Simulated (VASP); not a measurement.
Wanted: the native input for a VASP 6.6.1 run.

```yaml
Task: single point
Functional: PBE
Potentials_or_basis: VASP PAW PBE potentials, release 64 (Co)
Cutoff: 520 eV
k_mesh: 20 × 20 × 20
Occupations: gaussian, width 0.1 eV
Spin: collinear spin, ferromagnetic start
Starting_moments: "[1.99] μB"
Dipole_correction: no
Further_INCAR_settings: ALGO = Normal; EDIFF = 1e-06; NBANDS = 14
```

The structure of Co lies in POSCAR:

```
Co
1.0
   -1.4501489828      1.4501489828      1.4501489828
    1.4501489828     -1.4501489828      1.4501489828
    1.4501489828      1.4501489828     -1.4501489828
Co
1
Direct
    0.0000000000      0.0000000000      0.0000000000
```

This cell differs from its parent crystal: volume scaled by 1.10.

The input as run:

INCAR

```
PREC = Accurate
ENCUT = 520
EDIFF = 1E-6
ISMEAR = 0
SIGMA = 0.1
LREAL = F
LASPH = T
NELM = 150
ALGO = Normal
ISIF = 2
LWAVE = F
LCHARG = T
ISPIN = 2
MAGMOM = 1.99
LORBIT = 11
LMAXMIX = 4
GGA = PE
LELF = T
LVHAR = T
NBANDS = 14
```

KPOINTS

```
Automatic mesh
0
Gamma
  20 20 20
```

Potentials or basis: VASP PAW PBE potentials, release 64 (Co).

Launch:

```console
$ cat potpaw_PBE.64/Co/POTCAR > POTCAR
$ mpirun -np 1 vasp_std > vasp.out
```

It gave:

```
Pressure                                              : -15.4 GPa
Net moment                                            : 1.82 μB per cell
Site moments                                          : Co +1.85 μB
Valence electrons inside the program's atomic spheres : Co 8.06
```

It took 2 min on 1 thread of Intel Xeon 8259CL, on a shared host, peak memory 0.19 GiB.
